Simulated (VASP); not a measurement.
# SiC (I-4m2) in VASP: G0W0 quasiparticle levels with PBE

Aim: the G0W0 quasiparticle levels of SiC with PBE.

Program: VASP 6.6.1. These are calculated values, not measurements. Logs are shortened: lines on timing, memory, paths and dates and some standing lists are left out, and cuts for length are marked.

**1. The cell of the first run**

It takes space group I-4m2 (No. 119, tetragonal). Conventional cell: a = 2.957 Å, b = 2.957 Å, c = 4.465 Å, α = 90.00°, β = 90.00°, γ = 90.00°. Within 2.5 Å of Si (site symmetry -4m2) lie 4 C at 1.85 Å. C (site symmetry -4m2) has 4 Si at 1.85 Å within 2.5 Å.

**2. G0W0 quasiparticle levels, PBE**

Input file POSCAR:

```
SiC
1.0
    0.0000000000      2.0909302570      2.2323129173
    2.0909302570      0.0000000000      2.2323129173
    2.0909302570      2.0909302570      0.0000000000
Si C
1 1
Direct
    0.0000000000      0.0000000000      0.0000000000
    0.2500000000      0.2500000000      0.2500000000
```

Input file INCAR.step1:

```
SYSTEM = SiC
  ALGO = Normal
  EDIFF = 1E-8
  ENCUT = 500
  GGA = PE
  ISMEAR = 0
  LASPH = .True.
  LCHARG = .False.
  LREAL = .False.
  LWAVE = .True.
  NELM = 60
  PREC = Accurate
  SIGMA = 0.01
```

Input file INCAR.step2:

```
SYSTEM = SiC
  ALGO = Exact
  EDIFF = 1E-8
  ENCUT = 500
  GGA = PE
  ISMEAR = 0
  ISTART = 1
  LASPH = .True.
  LCHARG = .False.
  LOPTICS = .True.
  LREAL = .False.
  LWAVE = .True.
  NBANDS = 85
  NELM = 1
  PREC = Accurate
  SIGMA = 0.01
```

Input file INCAR.step3:

```
SYSTEM = SiC
  ALGO = EVGW0
  EDIFF = 1E-8
  ENCUT = 500
  ENCUTGW = 150.0
  GGA = PE
  ISMEAR = 0
  ISTART = 1
  LASPH = .True.
  LCHARG = .False.
  LREAL = .False.
  LWAVE = .False.
  NBANDS = 85
  NBANDSGW = 12
  NELMGW = 1
  NOMEGA = 96
  OMEGAMAX = 20
  PREC = Accurate
  PRECFOCK = Fast
  SIGMA = 0.01
```

Input file KPOINTS:

```
k-points
0
Gamma
  6 6 6
  0 0 0
```

Potentials or basis: VASP PAW PBE potentials, release 64 (Si_GW, C_GW).

Command:

```console
$ cat potpaw_PBE.64/Si_GW/POTCAR potpaw_PBE.64/C_GW/POTCAR > POTCAR
$ cp INCAR.step1 INCAR
$ mpirun -np 1 vasp_std > vasp.out
$ cp INCAR.step2 INCAR
$ mpirun -np 1 vasp_std > vasp.out
$ cp INCAR.step3 INCAR
$ mpirun -np 1 vasp_std > vasp.out
```

OUTCAR:

```text
SYSTEM = SiC
   EDIFF = 1E-8
   ENCUT = 500
   ENCUTGW = 150.0
   GGA = PE
   ISMEAR = 0
   ISTART = 1
   LASPH = .True.
   LREAL = .False.
   NELMGW = 1
   PREC = Accurate
   PRECFOCK = Fast

 ion  position               nearest neighbor table
   1  0.000  0.000  0.000-   2 1.85   2 1.85   2 1.85   2 1.85
   2  0.250  0.250  0.250-   1 1.85   1 1.85   1 1.85   1 1.85

  LATTYP: Found a body centered tetragonal cell.
 ALAT       =     2.9570219274
 C/A-ratio  =     1.5098385958

  Lattice vectors:

 A1 = (  -2.0909302570,   0.0000000000,   2.2323129173)
 A2 = (   2.0909302570,   0.0000000000,   2.2323129173)
 A3 = (   0.0000000000,   2.0909302570,  -2.2323129173)

Analysis of symmetry for initial positions (statically):
=====================================================================
 Subroutine PRICEL returns:
 Original cell was already a primitive cell.

 Routine SETGRP: Setting up the symmetry group for a
 body centered tetragonal supercell.

 Subroutine GETGRP returns: Found  8 space group operations
 (whereof  8 operations were pure point group operations)
 out of a pool of 16 trial point group operations.

The static configuration has the point symmetry D_2d.

Analysis of symmetry for dynamics (positions and initial velocities):
=====================================================================
 Subroutine PRICEL returns:
 Original cell was already a primitive cell.

 Routine SETGRP: Setting up the symmetry group for a
 body centered tetragonal supercell.

 Subroutine GETGRP returns: Found  8 space group operations
 (whereof  8 operations were pure point group operations)
 out of a pool of 16 trial point group operations.

The dynamic configuration has the point symmetry D_2d.

 Subroutine INISYM returns: Found  8 space group operations
 (whereof  8 operations are pure point group operations),
 and found     1 'primitive' translations

[... 92 lines left out ...]
   ENCUT  =  500.0 eV  36.75 Ry    6.06 a.u.   5.58  5.58  5.39*2*pi/ulx,y,z
   NELM   =     60;   NELMIN=  2; NELMDL=  0     # of ELM steps
   EDIFF  = 0.1E-07   stopping-criterion for ELM
   LREAL  =      F    real-space projection
   EDIFFG = 0.1E-06   stopping-criterion for IOM
   NSW    =      0    number of steps for IOM
   IBRION =     -1    ionic relax: 0-MD 1-quasi-New 2-CG
   NFREE  =      0    steps in history (QN), initial steepest desc. (CG)
   ISIF   =      0    stress and relaxation
   ISYM   =      3    0-nonsym 1-usesym 2-fastsym
   POTIM  = 0.5000    time-step for ionic-motion
   TEBEG  =    0.0;   TEEND  =   0.0 temperature during run
   PSTRESS=    0.0 pullay stress
   NELECT =       8.0000    total number of electrons
   NUPDOWN=      -1.0000    fix difference up-down
   EMIN   =  10.00;   EMAX   =-10.00  energy-range for DOS
   EFERMI =   0.00;   METHOD = LEGACY
   ISMEAR =     0;   SIGMA  =   0.01  broadening in eV -4-tet -1-fermi 0-gaus
   EFERMI_NEDOS =   21; number of points for ismear=-14 and -15
   IALGO  =     38    algorithm
   IMIX   =      4    mixing-type and parameters
     AMIX     =   0.40;   BMIX     =  1.00
     AMIX_MAG =   1.60;   BMIX_MAG =  1.00
  volume/ion in A,a.u.               =       9.76        65.86
  Fermi-wavevector in a.u.,A,eV,Ry     =   1.216046  2.297994 20.119868  1.478769
  Thomas-Fermi vector in A             =   2.351413
   LORBIT       =      0    0 simple, 1 ext, 2 COOP (PROOUT), +10 PAW based schemes
   GGA     = PE    functional components
   LHFCALC =     T    Hartree Fock is set to
   PRECFOCK=fast      Normal, Fast or Accurate (Low or Medium for compatibility)
   ENCUT4O =  -1.0   cutoff for four orbital integrals eV
   NKREDX  =     1    reduce k-point grid by
   NKREDY  =     1    reduce k-point grid by
   NKREDZ  =     1    reduce k-point grid by
   AEXX    =    1.0000 exact exchange contribution
   HFSCREEN=    0.0000 screening length (either q_TF or 0.3 A-1)
   HFSCREENC=   0.0000 screening length for correlation (either q_TF or 0.3 A-1)
   ENCUTFOCK=  -1.0 apply spherical cutoff to Coloumb kernel
   IVDW    =     0    specifies the selected vdW correction
   LEPSILON=     F    determine dielectric tensor
   LRPA    =     F    only Hartree local field effects (RPA)
   LRPAFORCE           =     F    calculate RPA forces
   ENCUTGW             = 150.0    cutoff for response function in eV
   ENCUTGWSOFT         = 120.0    soft cutoff for Coulomb kernel in GW response function in eV
   ENCUTLF             =  -1.0    cutoff for local field effects
   NELMGW              =     1    number of iterations in solving QP/BSE equation
   NELMHF              =     1    number of iterations in the inner HF iteration
   NKREDLFX            =     1    NKREDLFY  =   1   NKREDLFZ  =   1
 non-spin polarized calculation
 Gauss-broadening in eV      SIGMA  =   0.01
  energy-cutoff  :      500.00
  volume of cell :       19.52
 maximum number of plane-waves:       517
 NGX is ok and might be reduce to    24
  NGX = 14; NGY = 14; NGZ = 14
   NGX = 11   NGY = 11   NGZ = 11
 maximum number of plane-waves:        88
 NGX is ok and might be reduce to    14

 QP shifts <psi_nk| G(iteration)W_0 |psi_nk>: iteration 1
 for sc-GW calculations column KS-energies equals QP-energies in previous step
 and V_xc(KS)=  KS-energies - (<T + V_ion + V_H > + <T+V_H+V_ion>^1  + <V_x>^1)

 k-point   1 :       0.0000    0.0000    0.0000
  band No.  KS-energies  QP-energies   sigma(KS)   V_xc(KS)     V^pw_x(r,r')   Z            occupation Imag(sigma)

      1      -7.4465      -8.4717     -14.3242     -12.8801     -21.9851       0.7099       2.0000       1.3454
      2       8.1070       7.5020     -15.7633     -14.9982     -17.7430       0.7908       2.0000       0.0282
      3       8.6106       8.0249     -15.7145     -14.9745     -17.6677       0.7915       2.0000       0.0276
      4       8.6106       8.0249     -15.7145     -14.9745     -17.6677       0.7915       2.0000       0.0276
      5      15.3099      15.8393     -12.6096     -13.2884      -7.3339       0.7800       0.0000      -0.0759
      6      16.1159      16.7102     -10.9606     -11.7075      -5.8255       0.7958       0.0000      -0.0696
      7      16.1159      16.7102     -10.9606     -11.7075      -5.8255       0.7958       0.0000      -0.0696
      8      16.2469      16.8350     -10.9860     -11.7246      -5.8154       0.7963       0.0000      -0.0691
      9      22.0840      22.7254     -10.6995     -11.5111      -4.7666       0.7903       0.0000      -0.1876
     10      24.3238      24.9912     -10.7974     -11.6494      -4.4431       0.7834       0.0000      -0.2918
     11      24.5161      24.7894      -9.9397     -10.2866      -3.1584       0.7881       0.0000      -0.5184
     12      25.8146      26.0807      -9.6567      -9.9996      -2.9527       0.7758       0.0000      -0.3963
[... 356 lines left out ...]
      1      -2.7368      -3.6547     -15.2526     -13.9896     -21.6512       0.7268       2.0000       0.6643
      2       1.6127       0.7154     -14.4918     -13.2823     -18.6626       0.7418       2.0000       0.1939
      3       3.8817       3.0143     -14.1457     -13.0092     -17.1650       0.7632       2.0000       0.0702
      4       5.3348       4.5163     -14.8504     -13.7921     -17.5682       0.7734       2.0000       0.0463
      5      10.9914      11.2966     -10.6438     -11.0190      -6.4686       0.8135       0.0000      -0.0477
      6      14.5247      15.0319     -10.9902     -11.6188      -6.2347       0.8070       0.0000      -0.0572
      7      20.0748      20.7222     -11.5921     -12.4447      -5.1032       0.7592       0.0000      -0.2029
      8      22.1274      22.8546     -12.1266     -13.0881      -5.3125       0.7563       0.0000      -0.2728
      9      23.4136      24.1576     -12.3792     -13.3756      -5.1122       0.7467       0.0000      -0.3696
     10      27.1477      27.7278     -11.0938     -11.8539      -3.7052       0.7630       0.0000      -0.5720
     11      30.4509      31.1557     -11.8527     -12.7811      -4.2583       0.7592       0.0000      -0.8347
     12      32.3565      33.0477     -11.6902     -12.5984      -3.8913       0.7610       0.0000      -0.9898

 [... further k-points ...]
```

OUTCAR.step2:

```text
SYSTEM = SiC
   EDIFF = 1E-8
   ENCUT = 500
   GGA = PE
[... 1015 lines left out ...]
  --------------------------------------------------------------------------------------------------------------
     0.00000     7.66249     7.66249     7.87055    -0.00000     0.00000     0.00000
     1.86851     8.17298     8.17298     8.37758    -0.00000     0.00000     0.00000
     3.73703    10.77748    10.77748    10.79887    -0.00000     0.00000     0.00000
     5.60554    10.94223    10.94223    12.59525    -0.00000     0.00000     0.00000
     7.47405    -3.21929    -3.21929    -9.47864     0.00000    -0.00000    -0.00000
     9.34257    -4.18223    -4.18223    -5.67497     0.00000     0.00000     0.00000
[... 92 lines left out ...]
   183.11433     0.98246     0.98246     0.98250     0.00000    -0.00000    -0.00000
   184.98284     0.98283     0.98283     0.98287     0.00000    -0.00000    -0.00000
```

It took 4.2 min on 1 thread of Intel Xeon 6975P-C (Granite Rapids), shared host; peak memory 0.42 GiB.

Results:

* Quasiparticle gap: 1.75 eV
* Least direct quasiparticle gap: 5.59 eV
* Band gap of the starting levels on the mesh: 0.94 eV
* Least direct gap of the starting levels on the mesh: 4.53 eV

Caveat: the k points lie up to 0.42 Å⁻¹ apart; bands, screening cutoff and mesh are small and nothing is extrapolated, so the quasiparticle values aren't converged.
